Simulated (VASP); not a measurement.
The system is Cu.

```
Cu
1.0
     0.00000    1.80750    1.80750
     1.80750    0.00000    1.80750
     1.80750    1.80750    0.00000
Cu
1
Direct
  0.00000 0.00000 0.00000
```

```yaml
Program: VASP 6.6.1
Task: relaxation of volume and atoms at fixed shape
Functional: LDA
Potentials_or_basis: VASP PAW LDA potentials, release 64 (Cu)
Cutoff: 600 eV
k_mesh: 12 × 12 × 12
Occupations: fermi-dirac, width 0.1 eV
Spin: no spin polarisation
```

At the start: pressure -11.7 GPa; volume 11.81 Å³/atom.

How do energy, volume and symmetry change on relaxing?

Over 3 steps the energy falls by 34.4 meV/atom and the volume is 10.94 Å³/atom (-7.4 %); space group Fm-3m (No. 225, to 0.1 Å) before and after.

The path:
| step | energy change (eV) | largest force (eV/Å) | pressure (GPa) | volume (Å³) |
| --- | --- | --- | --- | --- |
| 1 | 0.0000 | 0.0000 | -11.67 | 11.81 |
| 2 | -0.0176 | 0.0000 | 10.54 | 10.40 |
| 3 | -0.0344 | 0.0000 | -0.06 | 10.94 |

Final structure:
```cif
data_structure
_symmetry_space_group_name_H-M 'P 1'
_symmetry_Int_Tables_number 1
_cell_length_a 2.4919
_cell_length_b 2.4919
_cell_length_c 2.4919
_cell_angle_alpha 60.000
_cell_angle_beta 60.000
_cell_angle_gamma 60.000
_cell_volume 10.94
loop_
_atom_site_label
_atom_site_type_symbol
_atom_site_fract_x
_atom_site_fract_y
_atom_site_fract_z
_atom_site_occupancy
Cu1 Cu 0.00000 0.00000 0.00000 1
```
